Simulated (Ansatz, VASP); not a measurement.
One calculation of WSe2, two programs

```
Se W
1.0
     3.32900    0.00000    0.00000
    -1.66450    2.88300    0.00000
     0.00000    0.00000   32.73738
Se W
2 1
Direct
  0.33333 0.66667 0.44586
  0.33333 0.66667 0.55414
  0.66667 0.33333 0.50000
```

Alike in both runs: task single point; functional PBE; dispersion D3(BJ); k mesh 9 × 9 × 1; occupations gaussian, width 0.02 eV; no spin polarisation.

```csv
,VASP,Ansatz
version,VASP 6.6.1,Ansatz 0.2.0
potentials or method,"VASP PAW PBE potentials, release 64 (Se, W_sv), cutoff 520 eV","scalar-relativistic, plane waves, PAW"
valence electrons in the cell,26,46
```

```tsv
	VASP	Ansatz	Ansatz less VASP
gap on the k mesh at the Fermi level (eV)	1.45	1.45	-0.001
least direct gap on the mesh (eV)	1.69	1.69	+0.003
rms of the force components (eV/Å)	0.718	0.734	+0.0157
```

VASP's potentials hold 26 valence electrons a cell and Ansatz's 46, so a difference there can come from the potentials and not from the codes.

Neither program's run includes spin-orbit coupling.
